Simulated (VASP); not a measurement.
# InAs (F-43m) in VASP: notebook, part 2 of 2

VASP 6.6.1.

### 3 Vibrations by perturbation theory, LDA

File INCAR:

```
SYSTEM = InAs
PREC     = Accurate       ! precision mode
ENCUT    = 520            ! plane-wave cutoff, eV
EDIFF    = 1E-8           ! SCF threshold, eV
ISMEAR   = -1             ! smearing method
SIGMA    = 0.05           ! smearing width, eV
LREAL    = .False.        ! projectors in reciprocal space
LASPH    = .True.         ! aspherical terms in the spheres
NELM     = 80             ! most SCF steps
ALGO     = Normal         ! electronic algorithm
ISIF     = 2              ! what is computed and relaxed
LWAVE    = .False.        ! write WAVECAR
LCHARG   = .True.         ! write CHGCAR
NBANDS   = 16             ! bands
IBRION   = 8              ! ionic algorithm
NSW      = 1              ! ionic steps
```

File KPOINTS:

```
regular mesh
0
Gamma
  6 6 6
  0 0 0
```

File POSCAR:

```
InAs
1.0
    0.0000000000      3.0180000000      3.0180000000
    3.0180000000      0.0000000000      3.0180000000
    3.0180000000      3.0180000000      0.0000000000
In As
1 1
Direct
    0.0000000000      0.0000000000      0.0000000000
    0.7500000000      0.7500000000      0.7500000000
```

Potentials or basis: VASP PAW LDA potentials, release 64 (In_d, As).

Run with:

```bash
> cat potpaw_LDA.64/In_d/POTCAR potpaw_LDA.64/As/POTCAR > POTCAR
> mpirun -np 1 vasp_std > vasp.out
```

OUTCAR:

```text
SYSTEM = InAs
   PREC = Accurate
   ENCUT = 520
   EDIFF = 1E-8
   ISMEAR = -1
   LREAL = .False.
   LASPH = .True.
   NELM = 80
   ISIF = 2
   IBRION = 8
   NSW = 1

 ion  position               nearest neighbor table
   1  0.000  0.000  0.000-   2 2.61   2 2.61   2 2.61   2 2.61
   2  0.750  0.750  0.750-   1 2.61   1 2.61   1 2.61   1 2.61

  LATTYP: Found a face centered cubic cell.
 ALAT       =     6.0360000000

  Lattice vectors:

 A1 = (   0.0000000000,   3.0180000000,   3.0180000000)
 A2 = (   3.0180000000,   0.0000000000,   3.0180000000)
 A3 = (   3.0180000000,   3.0180000000,   0.0000000000)

Analysis of symmetry for initial positions (statically):
=====================================================================
 Subroutine PRICEL returns:
 Original cell was already a primitive cell.

 Routine SETGRP: Setting up the symmetry group for a
 face centered cubic supercell.

 Subroutine GETGRP returns: Found 24 space group operations
 (whereof 24 operations were pure point group operations)
 out of a pool of 48 trial point group operations.

The static configuration has the point symmetry T_d .

Analysis of symmetry for dynamics (positions and initial velocities):
=====================================================================
 Subroutine PRICEL returns:
 Original cell was already a primitive cell.

 Routine SETGRP: Setting up the symmetry group for a
 face centered cubic supercell.

 Subroutine GETGRP returns: Found 24 space group operations
 (whereof 24 operations were pure point group operations)
[... 477 lines left out ...]
    total drift:                                0.000000      0.000000      0.000000

  FREE ENERGIE OF THE ION-ELECTRON SYSTEM (eV)
  ---------------------------------------------------
  free  energy   TOTEN  =        -9.0098994199 eV

  energy  without entropy=       -9.0089686153  energy(sigma->0) =       -9.00943402

[... ionic steps 2 to 3 ...]

--------------------------------------- Ionic step        4  -------------------------------------------

------------------------ aborting loop because EDIFF is reached ----------------------------------------

[... ionic steps 5 to 6 ...]

--------------------------------------- Ionic step        7  -------------------------------------------

 Free energy of the ion-electron system (eV)
  ---------------------------------------------------
  ---------------------------------------------------
  free energy    TOTEN  =        -0.04621090 eV

  energy without entropy =       -0.04621090

------------------------ aborting loop because EDIFF is reached ----------------------------------------

 INTERNAL STRAIN TENSOR  FOR ION    2  DIRECTION 1   (eV/Angst):
 -----------------------------------------------------------------------------
    -0.00710  0.00000  0.00000
     0.00000  0.00514  7.77504
     0.00000  7.77504  0.00514

 INTERNAL STRAIN TENSOR FOR ION    2 for displacements in x,y,z  (eV/Angst):
          X           Y           Z          XY          YZ          ZX
  --------------------------------------------------------------------------------
  x    -0.00000     0.00000     0.00000     0.00000     7.77504     0.00000
  y    -0.00000    -0.00000    -0.00000     0.00000     0.00000     7.77504
  z     0.00000     0.00000    -0.00000     7.77504     0.00000     0.00000

 SECOND DERIVATIVES (NOT SYMMETRIZED)
 ------------------------------------
               1X          1Y          1Z          2X          2Y          2Z
  1X    -7.383023    0.000000    0.000000    7.383023    0.000000    0.000000
  1Y     0.000000   -7.383023    0.000000    0.000000    7.383023    0.000000
  1Z     0.000000    0.000000   -7.383023    0.000000    0.000000    7.383023
  2X     7.418996    0.000000    0.000000   -7.418996    0.000000    0.000000
  2Y     0.000000    7.418996    0.000000    0.000000   -7.418996    0.000000
  2Z     0.000000    0.000000    7.418996    0.000000    0.000000   -7.418996

 Eigenvectors and eigenvalues of the dynamical matrix
 ----------------------------------------------------

   1 f  =    6.317943 THz    39.696809 2PiTHz  210.743906 cm-1    26.128902 meV
             X         Y         Z           dx          dy          dz
      0.000000  0.000000  0.000000     0.000000    0.627457    0.000000
      4.527000  4.527000  4.527000     0.000000   -0.778651    0.000000
[... 21 lines left out ...]
   6 f/i=    0.007502 THz     0.047134 2PiTHz    0.250229 cm-1     0.031024 meV
             X         Y         Z           dx          dy          dz
      0.000000  0.000000  0.000000     0.000000    0.000000    0.778651
      4.527000  4.527000  4.527000     0.000000    0.000000    0.627457

--------------------------------------------------------------------------------------------------------

 ELASTIC MODULI CONTR FROM IONIC RELAXATION (kBar)
 Direction    XX          YY          ZZ          XY          YZ          ZX
 --------------------------------------------------------------------------------
 XX          -0.0000      0.0000      0.0000     -0.0000      0.0000      0.0000
 YY           0.0000     -0.0000     -0.0000     -0.0000     -0.0000      0.0000
 ZZ           0.0000     -0.0000     -0.0000      0.0000     -0.0000      0.0000
 XY          -0.0000     -0.0000      0.0000   -234.8614      0.0000      0.0000
 YZ           0.0000     -0.0000     -0.0000      0.0000   -234.8614      0.0000
 ZX           0.0000      0.0000      0.0000      0.0000      0.0000   -234.8614
 --------------------------------------------------------------------------------
```

Wall time 4 min (1 thread of Intel Xeon 8259CL, shared host); peak memory 0.25 GiB.

Results:

```
Highest phonon frequency at Γ, LO-TO splitting left out : 211 cm⁻¹
```

Phonon frequencies in cm⁻¹ (negative: imaginary):
```
              q point        frequencies
(0.000, 0.000, 0.000)  0 0 0 211 211 211
```

Caveat: spin-orbit coupling is left out, which moves the levels of the heavy elements.

### 4 Elastic constants, LDA

File INCAR:

```
SYSTEM = InAs
PREC = Accurate
ENCUT = 600
EDIFF = 1E-8
ISMEAR = -1
SIGMA = 0.05
LREAL = .False.
LASPH = .True.
NELM = 100
ALGO = Normal
ISIF = 3
LWAVE = .False.
LCHARG = .True.
NBANDS = 16
IBRION = 6
NFREE = 2
POTIM = 0.015
NSW = 1
```

File KPOINTS:

```
Automatic mesh
0
Gamma
  6 6 6
  0 0 0
```

POSCAR is that of step 3.

Run with:

```bash
> cat potpaw_LDA.64/In_d/POTCAR potpaw_LDA.64/As/POTCAR > POTCAR
> mpirun -np 1 vasp_std > vasp.out
```

Run time: 18 min. Hardware: 1 thread of Intel Xeon 8259CL, shared host; peak memory 0.27 GiB.

The run converged. Its results:

```
Elastic constants C11, C12, C44                         : 83, 49, 35 GPa
Voigt bulk modulus                                      : 60 GPa
Highest phonon frequency at Γ, LO-TO splitting left out : 211 cm⁻¹
```

Phonon frequencies in cm⁻¹ (negative: imaginary):
```
              q point        frequencies
(0.000, 0.000, 0.000)  0 0 0 211 211 211
```

Elastic tensor in Voigt notation (GPa, in the Cartesian axes of the cell as first typed):
```
83 49 49  0  0  0
49 83 49  0  0  0
49 49 83  0  0  0
 0  0  0 35  0  0
 0  0  0  0 35  0
 0  0  0  0  0 35
```

Clamped-ion elastic tensor (GPa):
```
83 49 49  0  0  0
49 83 49  0  0  0
49 49 83  0  0  0
 0  0  0 60  0  0
 0  0  0  0 60  0
 0  0  0  0  0 60
```

Caveat: spin-orbit coupling is left out, which moves the levels of the heavy elements.
